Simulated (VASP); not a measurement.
# Au (P-1) in VASP: single point with PBEsol

Aim: the single point of Au with PBEsol.

Everything below comes from runs of VASP 6.6.1. Logs are shortened: lines on timing, memory, paths and dates and some standing lists are left out, and cuts for length are marked.

## 1. The cell of the first run

The typed cell holds 2 atoms: a = 3.287 Å, b = 2.792 Å, c = 4.829 Å, α = 79.91°, β = 102.47°, γ = 130.12°.

## 2. Single point, PBEsol

INCAR

```
SYSTEM = Au
  ALGO = Fast
  EDIFF = 1E-6
  ENCUT = 520
  GGA = PS
  ISIF = 2
  ISMEAR = 0
  LASPH = .True.
  LCHARG = .False.
  LREAL = .False.
  LWAVE = .False.
  NBANDS = 18
  NELM = 80
  PREC = Accurate
  SIGMA = 0.15
```

KPOINTS

```
k-points
0
Gamma
  14 14 8
  0 0 0
```

POSCAR

```
Au
1.0
    1.5531605652     -2.8770041782     -0.3343252230
    1.0305068769      2.5842156803      0.2358263167
   -0.1676795920      0.5437247397      4.7956373270
Au
2
Direct
    0.6658967080      0.3325039908      0.2526323406
    0.3341032920      0.6674960092      0.7473676594
```

Potentials or basis: VASP PAW PBE potentials, release 64 (Au).

Started as:

```console
> cat potpaw_PBE.64/Au/POTCAR > POTCAR
> mpirun -np 1 vasp_std > vasp.out
```

OUTCAR:

```text
SYSTEM = Au
   EDIFF = 1E-6
   ENCUT = 520
   GGA = PS
   ISIF = 2
   ISMEAR = 0
   LASPH = .True.
   LREAL = .False.
   NELM = 80
   PREC = Accurate

 ion  position               nearest neighbor table
   1  0.666  0.333  0.253-   2 2.70   2 2.70   2 2.72   2 2.90   2 3.24   2 3.32
   2  0.334  0.667  0.747-   1 2.70   1 2.70   1 2.72   1 2.90   1 3.24   1 3.32

  LATTYP: Found a triclinic cell.
 ALAT       =     5.1372298511
 B/A-ratio  =     1.5263264859
 C/A-ratio  =     2.2753408644
 COS(alpha) =     0.0109968976
 COS(beta)  =     0.5094183250
 COS(gamma) =     0.8632014848

  Lattice vectors:

 A1 = (   1.1981864689,   2.0404909406,  -4.5598110103)
 A2 = (   4.8123607879,   4.3319181230,  -4.4224835999)
 A3 = (  -5.8624825771,  -3.0860881639,  -9.6301031581)

Analysis of symmetry for initial positions (statically):
=====================================================================
 Subroutine PRICEL returns:
 Original cell was already a primitive cell.

 Routine SETGRP: Setting up the symmetry group for a
 triclinic supercell.

 Subroutine GETGRP returns: Found  2 space group operations
 (whereof  2 operations were pure point group operations)
 out of a pool of  2 trial point group operations.

The static configuration has the point symmetry S_2 .

Analysis of symmetry for dynamics (positions and initial velocities):
=====================================================================
 Subroutine PRICEL returns:
 Original cell was already a primitive cell.

 Routine SETGRP: Setting up the symmetry group for a
 triclinic supercell.

 Subroutine GETGRP returns: Found  2 space group operations
 (whereof  2 operations were pure point group operations)
 out of a pool of  2 trial point group operations.

The dynamic configuration has the point symmetry S_2 .

 Subroutine INISYM returns: Found  2 space group operations
 (whereof  2 operations are pure point group operations),
 and found     1 'primitive' translations

----------------------------------------------------------------------------------------

                                     Primitive cell

  volume of cell :      33.0486

  direct lattice vectors                    reciprocal lattice vectors
     1.553160565 -2.877004178 -0.334325223     0.371111586 -0.150731744  0.030065747
     1.030506877  2.584215680  0.235826317     0.411977134  0.223680407 -0.010955877
    -0.167679592  0.543724740  4.795637327     0.005612792 -0.021507704  0.211157632

  length of vectors
     3.286523108  2.792083301  4.829274315     0.401681238  0.468911628  0.212324352

  position of ions in fractional coordinates (direct lattice)
     0.665896708  0.332503991  0.252632341
     0.334103292  0.667496009  0.747367659

  ion indices of the primitive-cell ions
   primitive index   ion index
                 1           1
                 2           2

----------------------------------------------------------------------------------------

 KPOINTS: k-points

Automatic generation of k-mesh.
 Grid dimensions read from file:
 generate k-points for:   14   14    8

 Generating k-lattice:

  Cartesian coordinates                     Fractional coordinates (reciprocal lattice)
     0.026507970 -0.010766553  0.002147553     0.071428571 -0.000000000  0.000000000
     0.029426938  0.015977172 -0.000782563     0.000000000  0.071428571 -0.000000000
     0.000701599 -0.002688463  0.026394704     0.000000000 -0.000000000  0.125000000

  Length of vectors
     0.028691517  0.033493688  0.026540544

  Shift w.r.t. Gamma in fractional coordinates (k-lattice)
     0.000000000  0.000000000  0.000000000

 Subroutine IBZKPT returns following result:
 ===========================================

 Found    788 irreducible k-points:

 Following reciprocal coordinates:
            Coordinates               Weight
  0.000000  0.000000  0.000000      1.000000
  0.071429 -0.000000  0.000000      2.000000
  0.142857 -0.000000  0.000000      2.000000
  0.214286  0.000000  0.000000      2.000000
  0.285714 -0.000000  0.000000      2.000000
  0.357143 -0.000000  0.000000      2.000000
[... 16 lines left out ...]
 -0.000000  0.142857 -0.000000      2.000000
  0.071429  0.142857 -0.000000      2.000000
 [... further k-points ...]
   k-points           NKPTS =    788   k-points in BZ     NKDIM =    788   number of bands    NBANDS=     18
   number of dos      NEDOS =    301   number of ions     NIONS =      2
   total plane-waves  NPLWV =  20736
   dimension x,y,z NGX =    24 NGY =   24 NGZ =   36
   dimension x,y,z NGXF=    48 NGYF=   48 NGZF=   72
   ions per type =               2
   NGX,Y,Z   is equivalent  to a cutoff of  12.14, 14.29, 12.39 a.u.
   NGXF,Y,Z  is equivalent  to a cutoff of  24.28, 28.58, 24.79 a.u.
 SYSTEM =  Au
   PREC   = accura    normal or accurate (medium, high low for compatibility)
   ISTART =      0    job   : 0-new  1-cont  2-samecut
   ICHARG =      2    charge: 1-file 2-atom 10-const
   ISPIN  =      1    spin polarized calculation?
   LNONCOLLINEAR =      F non collinear calculations
   LSORBIT =      F    spin-orbit coupling
   LASPH  =      T    aspherical Exc in radial PAW
   ENCUT  =  520.0 eV  38.22 Ry    6.18 a.u.   6.11  5.19  8.98*2*pi/ulx,y,z
   NELM   =     80;   NELMIN=  2; NELMDL= -5     # of ELM steps
   EDIFF  = 0.1E-05   stopping-criterion for ELM
   LREAL  =      F    real-space projection
   EDIFFG = 0.1E-04   stopping-criterion for IOM
   NSW    =      0    number of steps for IOM
   IBRION =     -1    ionic relax: 0-MD 1-quasi-New 2-CG
   NFREE  =      0    steps in history (QN), initial steepest desc. (CG)
   ISIF   =      2    stress and relaxation
   ISYM   =      2    0-nonsym 1-usesym 2-fastsym
   POTIM  = 0.5000    time-step for ionic-motion
   TEBEG  =    0.0;   TEEND  =   0.0 temperature during run
   PSTRESS=    0.0 pullay stress
   NELECT =      22.0000    total number of electrons
   NUPDOWN=      -1.0000    fix difference up-down
   EMIN   =  10.00;   EMAX   =-10.00  energy-range for DOS
   EFERMI =   0.00;   METHOD = LEGACY
   ISMEAR =     0;   SIGMA  =   0.15  broadening in eV -4-tet -1-fermi 0-gaus
   EFERMI_NEDOS =   21; number of points for ismear=-14 and -15
   IALGO  =     68    algorithm
   IMIX   =      4    mixing-type and parameters
     AMIX     =   0.40;   BMIX     =  1.00
     AMIX_MAG =   1.60;   BMIX_MAG =  1.00
  volume/ion in A,a.u.               =      16.52       111.51
  Fermi-wavevector in a.u.,A,eV,Ry     =   1.429435  2.701241 27.800582  2.043285
  Thomas-Fermi vector in A             =   2.549389
   LORBIT       =      0    0 simple, 1 ext, 2 COOP (PROOUT), +10 PAW based schemes
   GGA     = PS    functional components
   LHFCALC =     F    Hartree Fock is set to
   AEXX    =    0.0000 exact exchange contribution
   IVDW    =     0    specifies the selected vdW correction
   LEPSILON=     F    determine dielectric tensor
   LRPA    =     F    only Hartree local field effects (RPA)
 non-spin polarized calculation
 RMM-DIIS sequential band-by-band and
 Gauss-broadening in eV      SIGMA  =   0.15
  energy-cutoff  :      520.00
  volume of cell :       33.05
 maximum number of plane-waves:       903
   NGX = 13   NGY = 11   NGZ = 17

 number of electron      22.0000001 magnetization

 Free energy of the ion-electron system (eV)
  ---------------------------------------------------
  ext. energy  EPLUGINS =         0.00000000
  ---------------------------------------------------
  free energy    TOTEN  =        -7.43379723 eV

  energy without entropy =       -7.42731952  energy(sigma->0) =       -7.43055838

 E-fermi :   9.6898     XC(G=0): -13.0227

 val. band max:        9.6828883240   @ k =   0.2143  -0.3571   0.2500
 cond. band min:       9.6999259121   @ k =  -0.1429  -0.0714   0.2500
 fundamental gap:      0.0170375880
 Fermi energy:         9.6898156869

 k-point     1 :       0.0000    0.0000    0.0000
  band No.  band energies     occupation
      1      -0.4734      2.00000
      2       2.0086      2.00000
      3       3.4311      2.00000
      4       3.5470      2.00000
      5       4.1864      2.00000
      6       6.3033      2.00000
[... 10 lines left out ...]
     17      26.9354      0.00000
     18      28.5221      0.00000

 k-point     2 :       0.0714   -0.0000    0.0000
  band No.  band energies     occupation
      1      -0.3042      2.00000
      2       2.1777      2.00000
      3       3.4674      2.00000
      4       3.6507      2.00000
      5       4.2380      2.00000
      6       6.1825      2.00000
[... 10 lines left out ...]
     17      26.4425      0.00000
     18      28.1830      0.00000

 k-point     3 :       0.1429   -0.0000    0.0000
  band No.  band energies     occupation
      1       0.1786      2.00000
      2       2.6182      2.00000
      3       3.5889      2.00000
      4       3.9070      2.00000
      5       4.4196      2.00000
      6       5.6067      2.00000
[... 10 lines left out ...]
     17      26.3197      0.00000
     18      27.5778      0.00000

 k-point     4 :       0.2143    0.0000    0.0000
  band No.  band energies     occupation
      1       0.8948      2.00000
      2       3.0472      2.00000
      3       3.8731      2.00000
      4       4.1179      2.00000
      5       4.5528      2.00000
      6       5.2650      2.00000
[... 375 lines left out ...]
      4       3.5843      2.00000
      5       4.2542      2.00000
      6       6.1769      2.00000
[... 10 lines left out ...]
     17      26.6891      0.00000
     18      28.8136      0.00000

 k-point    23 :      -0.0000    0.1429   -0.0000
  band No.  band energies     occupation
      1       0.4008      2.00000
      2       2.7854      2.00000
      3       4.0595      2.00000
      4       4.2323      2.00000
      5       4.3553      2.00000
      6       5.4643      2.00000
[... 10 lines left out ...]
     17      26.9054      0.00000
     18      28.2378      0.00000

 k-point    24 :       0.0714    0.1429   -0.0000
  band No.  band energies     occupation
      1       0.9864      2.00000
      2       3.2878      2.00000
      3       4.1948      2.00000
      4       4.4971      2.00000
      5       4.7813      2.00000
      6       5.1715      2.00000
[... 10 lines left out ...]
     17      26.4254      0.00000
     18      27.4617      0.00000

 [... further k-points ...]
[... 5 lines left out ...]
  --------------------------------------------------------------------------------------
  -------------------------------------------------------------------------------------
  Total        6.1730077      0.8374356      3.1528376     -0.4742774     -1.2436711      0.0437496
  in kB      299.2634569     40.5983413    152.8475448    -22.9926637    -60.2923767      2.1209546
  external PRESSURE =     164.2364476 kB  Pullay stress =       0.0000000 kB

 VOLUME and BASIS-vectors are now :
 -----------------------------------------------------------------------------
  energy-cutoff  :      520.00
  volume of cell :       33.05
      direct lattice vectors                 reciprocal lattice vectors
     1.553160565 -2.877004178 -0.334325223     0.371111586 -0.150731744  0.030065747
     1.030506877  2.584215680  0.235826317     0.411977134  0.223680407 -0.010955877
    -0.167679592  0.543724740  4.795637327     0.005612792 -0.021507704  0.211157632

 POSITION                                       TOTAL-FORCE (eV/Angst)
 -----------------------------------------------------------------------------------
      1.33453     -0.91916      1.06732         0.057834      0.085756     -0.625797
      1.08146      1.17010      3.62982        -0.057834     -0.085756      0.625797
 -----------------------------------------------------------------------------------
    total drift:                               -0.000000      0.000000      0.000000

  FREE ENERGIE OF THE ION-ELECTRON SYSTEM (eV)
  ---------------------------------------------------
  free  energy   TOTEN  =        -7.4337972300 eV

  energy  without entropy=       -7.4273195243  energy(sigma->0) =       -7.43055838
```

Wall time 3 min (1 thread of Intel Xeon Platinum 8488C (Sapphire Rapids), shared host); peak memory 0.46 GiB.

What came out:

```
Free energy            : -7.4338 eV
Pressure               : 16.4 GPa
Largest force          : 0.634 eV/Å
Band gap on the k mesh : zero (bands 11 and 12 overlap by 5.21 eV)
```

Forces on the atoms (eV/Å):
```
Au   0.058  0.086 -0.626
Au  -0.058 -0.086  0.626
```

Caveat: the stress differs along the axes, from 4 to 30 GPa; the PAW data sets were made with another functional, which shifts forces and pressure a little; spin-orbit coupling is left out, which moves the levels of the heavy elements.
